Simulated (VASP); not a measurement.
Input of a VASP 6.6.1 run:

INCAR

```
SYSTEM = NaF
PREC     = Accurate       ! precision mode
ENCUT    = 600            ! plane-wave cutoff, eV
EDIFF    = 1E-6           ! SCF threshold, eV
ISMEAR   = 0              ! smearing method
SIGMA    = 0.1            ! smearing width, eV
LREAL    = .False.        ! projectors in reciprocal space
LASPH    = .True.         ! aspherical terms in the spheres
NELM     = 120            ! most SCF steps
ALGO     = Normal         ! electronic algorithm
ISIF     = 2              ! what is computed and relaxed
LWAVE    = .False.        ! write WAVECAR
LCHARG   = .False.        ! write CHGCAR
GGA      = PE             ! functional
NELECT   = 16.0         
NBANDS   = 14             ! bands
GGA_COMPAT= .False.
```

Contents of KPOINTS:

```
regular mesh
0
Gamma
  8 8 8
  0 0 0
```

The input POSCAR:

```
NaF
1.0
    0.0000000000      2.2858943317      2.2858943317
    2.2858943317      0.0000000000      2.2858943317
    2.2858943317      2.2858943317      0.0000000000
Na F
1 1
Direct
    0.0000000000      0.0000000000      0.0000000000
    0.5437465541      0.5437465541      0.4562534459
```

Potentials or basis: VASP PAW PBE potentials, release 64 (Na_pv, F).

Run with:

```bash
$ cat potpaw_PBE.64/Na_pv/POTCAR potpaw_PBE.64/F/POTCAR > POTCAR
$ mpirun -np 1 vasp_std > vasp.out
```

(1) What does it give for the largest force?

## Answers

(1) 0.043 eV/Å.

Caveat: the cell carries a net charge on a neutralising background, which shifts energy and pressure.
